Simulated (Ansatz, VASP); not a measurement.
Two plane-wave programs on HfN

INCAR

```
SYSTEM = HfN
ALGO = Normal ; EDIFF = 1E-6
ENCUT = 520 ; GGA = PE
ISIF = 2 ; ISMEAR = 0
LASPH = .TRUE. ; LCHARG = .FALSE.
LREAL = .FALSE. ; LWAVE = .FALSE.
NBANDS = 14 ; NELM = 60
PREC = Accurate ; SIGMA = 0.15
```

KPOINTS

```
k-points
0
G
  18 18 18
  0 0 0
```

The input POSCAR:

```
HfN
1.0
    0.0000000000      2.2928850000      2.3267700000
    2.2928850000      0.0000000000      2.3267700000
    2.2928850000      2.2928850000      0.0000000000
Hf N
1 1
Direct
    0.0000000000      0.0000000000      0.0000000000
    0.5000000000      0.5000000000      0.5000000000
```

Input for Ansatz:

```yaml
crystal:
  lattice:
    - [0.0, 2.292885, 2.32677]
    - [2.292885, 0.0, 2.32677]
    - [2.292885, 2.292885, 0.0]
  atoms:
    - { symbol: Hf, position: [0.0, 0.0, 0.0] }
    - { symbol: "N", position: [0.5, 0.5, 0.5] }
basis:
  ecutwfc: 420
kpoints:
  mp_grid: { grid: [18, 18, 18] }
hamiltonian:
  xc: pbe
scf:
  occupations: { method: gaussian, width: 0.15 }
output:
  forces: true
  stress: true
  eigenvalues: true
```

Change from the starting cell: strain +0.015 along x and y, +0.030 along z, atoms carried along.

Alike in both runs: task single point; functional PBE; k mesh 18 × 18 × 18; occupations gaussian, width 0.15 eV; no spin polarisation.

|  | VASP | Ansatz |
| --- | --- | --- |
| version | VASP 6.6.1 | Ansatz 0.2.0 |
| potentials or method | VASP PAW PBE potentials, release 64 (Hf_pv, N), cutoff 520 eV | scalar-relativistic, plane waves, PAW |
| valence electrons in the cell | 15 | 31 |

|  | VASP | Ansatz | Ansatz less VASP |
| --- | --- | --- | --- |
| gap on the k mesh at the Fermi level (eV) | none | none | - |
| pressure (GPa) | -11.6 | -9.4 | +2.20 |
| traceless stress, the component that is largest in VASP (GPa) | -3.42 | -3.49 | -0.070 |

A gap of «none» marks a metal or a gap that the smearing closes. With one functional, cell and mesh, what is left measures potentials, basis and numerics. VASP's potentials hold 15 valence electrons a cell and Ansatz's 31, so a difference there can come from the potentials and not from the codes.

Spin-orbit coupling is off throughout.
